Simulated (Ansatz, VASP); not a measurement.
**One calculation of AlP, two programs**

File INCAR:

```
SYSTEM = AlP
PREC = Accurate
ENCUT = 500
EDIFF = 1E-6
ISMEAR = 0
SIGMA = 0.02
LREAL = .False.
LASPH = .True.
NELM = 120
ALGO = Normal
ISIF = 2
LWAVE = .False.
LCHARG = .False.
GGA = PE
NBANDS = 11
GGA_COMPAT = .False.
```

KPOINTS

```
Automatic mesh
0
Gamma
  8 8 8
  0 0 0
```

Contents of POSCAR:

```
AlP
1.0
    0.0000000000      2.6620503600      2.6620503600
    2.6620503600      0.0000000000      2.6620503600
    2.6620503600      2.6620503600      0.0000000000
Al P
1 1
Direct
    0.0000000000      0.0000000000      0.0000000000
    0.7500000000      0.7500000000      0.7500000000
```

Input for Ansatz:

```yaml
crystal:
  lattice:
    - [0.0, 2.66205036, 2.66205036]
    - [2.66205036, 0.0, 2.66205036]
    - [2.66205036, 2.66205036, 0.0]
  atoms:
    - { symbol: Al, position: [0.0, 0.0, 0.0] }
    - { symbol: P, position: [0.75, 0.75, 0.75] }
basis:
  ecutwfc: 420
kpoints:
  mp_grid: { grid: [8, 8, 8] }
hamiltonian:
  xc: pbe
scf:
  occupations: { method: gaussian, width: 0.02 }
output:
  forces: true
  stress: true
  eigenvalues: true
```

Alike in both runs: task single point; functional PBE; k mesh 8 × 8 × 8; occupations gaussian, width 0.02 eV; no spin polarisation.

|  | VASP | Ansatz |
| --- | --- | --- |
| version | VASP 6.6.1 | Ansatz 0.2.0 |
| potentials or method | VASP PAW PBE potentials, release 64 (Al, P), cutoff 500 eV | scalar-relativistic, plane waves, PAW |
| valence electrons in the cell | 8 | 8 |

|  | VASP | Ansatz | Ansatz less VASP |
| --- | --- | --- | --- |
| gap on the k mesh at the Fermi level (eV) | 1.42 | 1.42 | +0.003 |
| least direct gap on the mesh (eV) | 3.68 | 3.68 | -0.001 |
| pressure (GPa) | 10.2 | 10.4 | +0.13 |
